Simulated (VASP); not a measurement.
# CdS (rocksalt type) (Fm-3m) in VASP: notebook

Runs on CdS (rocksalt type). Level: r2SCAN. Tasks: single point.

Program: VASP 6.6.1. These are calculated values, not measurements. Logs are shortened: lines on timing, memory, paths and dates and some standing lists are left out, and cuts for length are marked.

## 1. The cell of the first run

It takes space group Fm-3m (No. 225, cubic). The conventional cell has a = 4.888 Å, b = 4.888 Å, c = 4.888 Å, α = 90.00°, β = 90.00°, γ = 90.00°. Within 3.2 Å of Cd (site symmetry m-3m) lie 6 S at 2.44 Å. S (site symmetry m-3m) has 6 Cd at 2.44 Å within 3.2 Å.

## 2. Single point, r2SCAN (14.60 Å³/atom)

The input, POSCAR:

```
CdS
1.0
    0.0000000000      2.4439079982      2.4439079982
    2.4439079982      0.0000000000      2.4439079982
    2.4439079982      2.4439079982      0.0000000000
Cd S
1 1
Direct
    0.0000000000      0.0000000000      0.0000000000
    0.5000000000      0.5000000000      0.5000000000
```

The input, INCAR.step1:

```
PREC     = Accurate       # precision mode
ENCUT    = 550            # plane-wave cutoff, eV
ISMEAR   = -1             # smearing method
SIGMA    = 0.05           # smearing width, eV
LREAL    = False          # projectors in reciprocal space
LASPH    = True           # aspherical terms in the spheres
NELM     = 120            # most SCF steps
NBANDS   = 16             # bands
GGA      = PE             # functional
ALGO     = Normal         # electronic algorithm
EDIFF    = 1E-5           # SCF threshold, eV
LWAVE    = True           # write WAVECAR
LCHARG   = False          # write CHGCAR
GGA_COMPAT= False
```

The input, INCAR.step2:

```
PREC     = Accurate       # precision mode
ENCUT    = 550            # plane-wave cutoff, eV
EDIFF    = 1E-6           # SCF threshold, eV
ISMEAR   = -1             # smearing method
SIGMA    = 0.05           # smearing width, eV
LREAL    = False          # projectors in reciprocal space
LASPH    = True           # aspherical terms in the spheres
NELM     = 120            # most SCF steps
ALGO     = Normal         # electronic algorithm
ISIF     = 2              # what is computed and relaxed
LWAVE    = False          # write WAVECAR
LCHARG   = False          # write CHGCAR
METAGGA  = R2SCAN         # meta-GGA
LMIXTAU  = True         
NBANDS   = 16             # bands
ISTART   = 1            
GGA_COMPAT= False
```

The input, KPOINTS:

```
Automatic mesh
0
Gamma
  14 14 14
```

Potentials or basis: VASP PAW PBE potentials, release 64 (Cd, S).

The run is started by

```
$ cat potpaw_PBE.64/Cd/POTCAR potpaw_PBE.64/S/POTCAR > POTCAR
$ cp INCAR.step1 INCAR
$ mpirun -np 1 vasp_std > vasp.out
$ cp INCAR.step2 INCAR
$ mpirun -np 1 vasp_std > vasp.out
```

OUTCAR:

```text
PREC = Accurate
   ENCUT = 550
   EDIFF = 1E-6
   ISMEAR = -1
   LREAL = False
   LASPH = True
   NELM = 120
   ISIF = 2
   METAGGA = R2SCAN
   ISTART = 1

 ion  position               nearest neighbor table
   1  0.000  0.000  0.000-   2 2.44   2 2.44   2 2.44   2 2.44   2 2.44   2 2.44
   2  0.500  0.500  0.500-   1 2.44   1 2.44   1 2.44   1 2.44   1 2.44   1 2.44

  LATTYP: Found a face centered cubic cell.
 ALAT       =     4.8878159964

  Lattice vectors:

 A1 = (   0.0000000000,   2.4439079982,   2.4439079982)
 A2 = (   2.4439079982,   0.0000000000,   2.4439079982)
 A3 = (   2.4439079982,   2.4439079982,   0.0000000000)

Analysis of symmetry for initial positions (statically):
=====================================================================
 Subroutine PRICEL returns:
 Original cell was already a primitive cell.

 Routine SETGRP: Setting up the symmetry group for a
 face centered cubic supercell.

 Subroutine GETGRP returns: Found 48 space group operations
 (whereof 48 operations were pure point group operations)
 out of a pool of 48 trial point group operations.

The static configuration has the point symmetry O_h .

Analysis of symmetry for dynamics (positions and initial velocities):
=====================================================================
 Subroutine PRICEL returns:
 Original cell was already a primitive cell.

 Routine SETGRP: Setting up the symmetry group for a
 face centered cubic supercell.

 Subroutine GETGRP returns: Found 48 space group operations
 (whereof 48 operations were pure point group operations)
 out of a pool of 48 trial point group operations.

The dynamic configuration has the point symmetry O_h .

 Subroutine INISYM returns: Found 48 space group operations
 (whereof 48 operations are pure point group operations),
 and found     1 'primitive' translations

----------------------------------------------------------------------------------------

                                     Primitive cell

  volume of cell :      29.1934

  direct lattice vectors                    reciprocal lattice vectors
     0.000000000  2.443907998  2.443907998    -0.204590353  0.204590353  0.204590353
     2.443907998  0.000000000  2.443907998     0.204590353 -0.204590353  0.204590353
     2.443907998  2.443907998  0.000000000     0.204590353  0.204590353 -0.204590353

  length of vectors
     3.456207836  3.456207836  3.456207836     0.354360886  0.354360886  0.354360886

  position of ions in fractional coordinates (direct lattice)
     0.000000000  0.000000000  0.000000000
     0.500000000  0.500000000  0.500000000

  ion indices of the primitive-cell ions
   primitive index   ion index
                 1           1
                 2           2

----------------------------------------------------------------------------------------

 KPOINTS: Automatic mesh

Automatic generation of k-mesh.
 Grid dimensions read from file:
 generate k-points for:   14   14   14

 Generating k-lattice:

  Cartesian coordinates                     Fractional coordinates (reciprocal lattice)
    -0.014613597  0.014613597  0.014613597     0.071428571  0.000000000  0.000000000
     0.014613597 -0.014613597  0.014613597     0.000000000  0.071428571  0.000000000
     0.014613597  0.014613597 -0.014613597     0.000000000  0.000000000  0.071428571

  Length of vectors
     0.025311492  0.025311492  0.025311492

  Shift w.r.t. Gamma in fractional coordinates (k-lattice)
     0.000000000  0.000000000  0.000000000

 Subroutine IBZKPT returns following result:
 ===========================================

 Found    104 irreducible k-points:

 Following reciprocal coordinates:
            Coordinates               Weight
  0.000000  0.000000  0.000000      1.000000
  0.071429  0.000000  0.000000      8.000000
  0.142857  0.000000  0.000000      8.000000
  0.214286  0.000000  0.000000      8.000000
  0.285714  0.000000  0.000000      8.000000
  0.357143  0.000000  0.000000      8.000000
[... 16 lines left out ...]
  0.214286  0.142857  0.000000     24.000000
  0.285714  0.142857  0.000000     24.000000
 [... further k-points ...]
   k-points           NKPTS =    104   k-points in BZ     NKDIM =    104   number of bands    NBANDS=     16
   number of dos      NEDOS =    301   number of ions     NIONS =      2
   total plane-waves  NPLWV =  21952
   dimension x,y,z NGX =    28 NGY =   28 NGZ =   28
   dimension x,y,z NGXF=    56 NGYF=   56 NGZF=   56
   ions per type =               1   1
   NGX,Y,Z   is equivalent  to a cutoff of  13.47, 13.47, 13.47 a.u.
   NGXF,Y,Z  is equivalent  to a cutoff of  26.94, 26.94, 26.94 a.u.
 SYSTEM =  unknown system
   PREC   = accura    normal or accurate (medium, high low for compatibility)
   ISTART =      1    job   : 0-new  1-cont  2-samecut
   ICHARG =      0    charge: 1-file 2-atom 10-const
   ISPIN  =      1    spin polarized calculation?
   LNONCOLLINEAR =      F non collinear calculations
   LSORBIT =      F    spin-orbit coupling
   LASPH  =      T    aspherical Exc in radial PAW
   ENCUT  =  550.0 eV  40.42 Ry    6.36 a.u.   6.61  6.61  6.61*2*pi/ulx,y,z
   NELM   =    120;   NELMIN=  2; NELMDL=  0     # of ELM steps
   EDIFF  = 0.1E-05   stopping-criterion for ELM
   LREAL  =      F    real-space projection
   EDIFFG = 0.1E-04   stopping-criterion for IOM
   NSW    =      0    number of steps for IOM
   IBRION =     -1    ionic relax: 0-MD 1-quasi-New 2-CG
   NFREE  =      0    steps in history (QN), initial steepest desc. (CG)
   ISIF   =      2    stress and relaxation
   ISYM   =      2    0-nonsym 1-usesym 2-fastsym
   POTIM  = 0.5000    time-step for ionic-motion
   TEBEG  =    0.0;   TEEND  =   0.0 temperature during run
   PSTRESS=    0.0 pullay stress
   NELECT =      18.0000    total number of electrons
   NUPDOWN=      -1.0000    fix difference up-down
   EMIN   =  10.00;   EMAX   =-10.00  energy-range for DOS
   EFERMI =   0.00;   METHOD = LEGACY
   ISMEAR =    -1;   SIGMA  =   0.05  broadening in eV -4-tet -1-fermi 0-gaus
   EFERMI_NEDOS =   21; number of points for ismear=-14 and -15
   IALGO  =     38    algorithm
   IMIX   =      4    mixing-type and parameters
     AMIX     =   0.40;   BMIX     =  1.00
     AMIX_MAG =   1.60;   BMIX_MAG =  1.00
  volume/ion in A,a.u.               =      14.60        98.50
  Fermi-wavevector in a.u.,A,eV,Ry     =   1.393384  2.633114 26.415969  1.941519
  Thomas-Fermi vector in A             =   2.517035
   LORBIT       =      0    0 simple, 1 ext, 2 COOP (PROOUT), +10 PAW based schemes
   METAGGA = R2SCAN    functional components
   LHFCALC =     F    Hartree Fock is set to
   AEXX    =    0.0000 exact exchange contribution
   IVDW    =     0    specifies the selected vdW correction
   LEPSILON=     F    determine dielectric tensor
   LRPA    =     F    only Hartree local field effects (RPA)
 non-spin polarized calculation
  energy-cutoff  :      550.00
  volume of cell :       29.19
 maximum number of plane-waves:       881
   NGX = 13   NGY = 13   NGZ = 13

 number of electron      18.0000002 magnetization

 Free energy of the ion-electron system (eV)
  ---------------------------------------------------
  ext. energy  EPLUGINS =         0.00000000
  ---------------------------------------------------
  free energy    TOTEN  =       -27.94646491 eV

  energy without entropy =      -27.94641045  energy(sigma->0) =      -27.94643768

 E-fermi :   7.1975     XC(G=0): -12.8908

 val. band max:        6.9205152737   @ k =   0.5000   0.0000   0.0000
 cond. band min:       7.3555002565   @ k =   0.5000   0.5000   0.0000
 fundamental gap:      0.4349849828
 Fermi energy:         7.1975139336

 k-point     1 :       0.0000    0.0000    0.0000
  band No.  band energies     occupation
      1      -9.6680      2.00000
      2      -2.3714      2.00000
      3      -2.3714      2.00000
      4      -2.3556      2.00000
      5      -2.3556      2.00000
      6      -2.3556      2.00000
[... 8 lines left out ...]
     15      20.7371      0.00000
     16      20.7371      0.00000

 k-point     2 :       0.0714    0.0000    0.0000
  band No.  band energies     occupation
      1      -9.5908      2.00000
      2      -2.4163      2.00000
      3      -2.4163      2.00000
      4      -2.3749      2.00000
      5      -2.3328      2.00000
      6      -2.3328      2.00000
[... 8 lines left out ...]
     15      19.5466      0.00000
     16      19.5466      0.00000

 k-point     3 :       0.1429    0.0000    0.0000
  band No.  band energies     occupation
      1      -9.3639      2.00000
      2      -2.5427      2.00000
      3      -2.5427      2.00000
      4      -2.4375      2.00000
      5      -2.2630      2.00000
      6      -2.2630      2.00000
[... 8 lines left out ...]
     15      18.5398      0.00000
     16      19.8417      0.00000

 k-point     4 :       0.2143    0.0000    0.0000
  band No.  band energies     occupation
      1      -9.0028      2.00000
      2      -2.7152      2.00000
      3      -2.7152      2.00000
      4      -2.5583      2.00000
      5      -2.1599      2.00000
      6      -2.1599      2.00000
[... 8 lines left out ...]
     15      18.4494      0.00000
     16      19.9371      0.00000
[... 324 lines left out ...]
 k-point    22 :       0.1429    0.1429    0.0000
  band No.  band energies     occupation
      1      -9.2814      2.00000
      2      -2.7397      2.00000
      3      -2.4376      2.00000
      4      -2.3216      2.00000
      5      -2.2805      2.00000
      6      -2.2805      2.00000
[... 8 lines left out ...]
     15      21.0248      0.00000
     16      21.1836      0.00000

 k-point    23 :       0.2143    0.1429    0.0000
  band No.  band energies     occupation
      1      -9.0398      2.00000
      2      -2.8875      2.00000
      3      -2.4887      2.00000
      4      -2.4027      2.00000
      5      -2.2242      2.00000
      6      -2.1631      2.00000
[... 8 lines left out ...]
     15      20.7442      0.00000
     16      21.9873      0.00000

 k-point    24 :       0.2857    0.1429    0.0000
  band No.  band energies     occupation
      1      -8.6909      2.00000
      2      -3.0255      2.00000
      3      -2.5679      2.00000
      4      -2.5523      2.00000
      5      -2.1379      2.00000
      6      -2.0284      2.00000
[... 8 lines left out ...]
     15      20.6269      0.00000
     16      22.0546      0.00000

 [... further k-points ...]

------------------------ aborting loop because EDIFF is reached ----------------------------------------

  FORCE on cell =-STRESS in cart. coord.  units (eV):
  Direction    XX          YY          ZZ          XY          YZ          ZX
  --------------------------------------------------------------------------------------
  -------------------------------------------------------------------------------------
  Total       10.8456977     10.8456977     10.8456977      0.0000000     -0.0000000      0.0000000
  in kB      595.2282352    595.2282352    595.2282352      0.0000000     -0.0000000      0.0000000
  external PRESSURE =     595.2282352 kB  Pullay stress =       0.0000000 kB

 VOLUME and BASIS-vectors are now :
 -----------------------------------------------------------------------------
  energy-cutoff  :      550.00
  volume of cell :       29.19
      direct lattice vectors                 reciprocal lattice vectors
     0.000000000  2.443907998  2.443907998    -0.204590353  0.204590353  0.204590353
     2.443907998  0.000000000  2.443907998     0.204590353 -0.204590353  0.204590353
     2.443907998  2.443907998  0.000000000     0.204590353  0.204590353 -0.204590353

 POSITION                                       TOTAL-FORCE (eV/Angst)
 -----------------------------------------------------------------------------------
      0.00000      0.00000      0.00000        -0.000000      0.000000      0.000000
      2.44391      2.44391      2.44391         0.000000      0.000000      0.000000
 -----------------------------------------------------------------------------------
    total drift:                                0.000000      0.000000      0.000000

  FREE ENERGIE OF THE ION-ELECTRON SYSTEM (eV)
  ---------------------------------------------------
  free  energy   TOTEN  =       -27.9464649089 eV

  energy  without entropy=      -27.9464104549  energy(sigma->0) =      -27.94643768
```

It took 3.1 min on 1 thread of AMD EPYC 9R45 (Zen 5), shared host; peak memory 0.17 GiB.

Results:

- Free energy: -27.9465 eV
- Pressure: 59.5 GPa
- Band gap on the k mesh: 0.43 eV (least direct gap 3.38 eV)

Caveat: the cell stands under pressure; the PAW data sets were made with another functional, which shifts forces and pressure a little. A k mesh can miss the band edges.

(Part 1 of 2 ends here.)
